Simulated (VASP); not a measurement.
Write the native input for VASP 6.6.1 that does the following.

```
Task                   : electric field gradients
Functional             : PBE
Potentials or basis    : VASP PAW PBE potentials, release 64 (Ta_pv, N)
Cutoff                 : 520 eV
k mesh                 : 6 × 6 × 9
Occupations            : fermi-dirac, width 0.01 eV
Spin                   : no spin polarisation
Dipole correction      : no
Further INCAR settings : ALGO = Normal; EDIFF = 1e-08; NBANDS = 33
```

The structure of TaN lies in POSCAR:

```
TaN
1.0
    5.0899302701      0.0000000000      0.0000000000
   -2.5449651350      4.4080089174      0.0000000000
    0.0000000000      0.0000000000      2.8515751625
Ta N
3 3
Direct
    0.3333333333      0.6666666667      0.5000000000
    0.6666666667      0.3333333333      0.5000000000
    0.0000000000      0.0000000000      0.0000000000
    0.3928500000      0.0000000000      0.0000000000
    0.6071500000      0.6071500000      0.0000000000
    0.0000000000      0.3928500000      0.0000000000
```

One way to write it, as run:

INCAR

```
SYSTEM = TaN
PREC = Accurate
ENCUT = 520
EDIFF = 1E-8
ISMEAR = -1
SIGMA = 0.01
LREAL = .False.
LASPH = .True.
NELM = 100
ALGO = Normal
ISIF = 2
LWAVE = .False.
LCHARG = .False.
GGA = PE
LEFG = .True.
NBANDS = 33
```

KPOINTS

```
regular mesh
0
Gamma
  6 6 9
  0 0 0
```

Potentials or basis: VASP PAW PBE potentials, release 64 (Ta_pv, N).

Launch:

```bash
$ cat potpaw_PBE.64/Ta_pv/POTCAR potpaw_PBE.64/N/POTCAR > POTCAR
$ mpirun -np 1 vasp_std > vasp.out
```

Results of the run:

The pressure is 29.5 GPa and the largest force is 0.346 eV/Å. The band gap on the k mesh is zero (bands 24 and 25 overlap by 3.26 eV) and the largest electric field gradient by atom is Ta -222.1, +205.1 (each value once); N -13.6 V/Å².

Caveat: the cell stands under pressure; without QUAD_EFG the Cq values of the log hold for a quadrupole moment of 1 mb, not for the nuclei; spin-orbit coupling is left out, which moves the levels of the heavy elements.

Wall time 100 s on 1 thread of Intel Xeon 8259CL (shared host), peak memory 0.22 GiB.
